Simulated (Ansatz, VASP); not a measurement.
**SiO2: VASP beside Ansatz**

```
CELL_PARAMETERS angstrom
4.23378 0.00000 0.00000
0.00000 4.23378 0.00000
0.00000 0.00000 2.69171
ATOMIC_POSITIONS crystal
Si 0.00000 0.00000 0.00000
Si 0.50000 0.50000 0.50000
O 0.30709 0.30709 0.00000
O 0.19291 0.80709 0.50000
O 0.69291 0.69291 0.00000
O 0.80709 0.19291 0.50000
```

Alike in both runs: functional PBE; k mesh 6 × 6 × 8; occupations gaussian, width 0.1 eV; no spin polarisation.

Ansatz relaxed the structure, and its values are those at the end. VASP's run is a single point on that final structure, the one shown.

```csv
,VASP,Ansatz
version,VASP 6.6.1,Ansatz 0.2.0
potentials or method,"VASP PAW PBE potentials, release 64 (Si, O), cutoff 520 eV","scalar-relativistic, plane waves, PAW"
valence electrons in the cell,32,32
```

Ansatz gave:

- gap on the k mesh at the Fermi level (eV): 5.05
- least direct gap on the mesh (eV): 5.05
- pressure (GPa): 0.2
- rms of the force components (eV/Å): 0.014

Question: Which values does VASP return?

Answer: gap on the k mesh at the Fermi level (eV): 5.04; least direct gap on the mesh (eV): 5.04; pressure (GPa): 0.3; rms of the force components (eV/Å): 0.023.
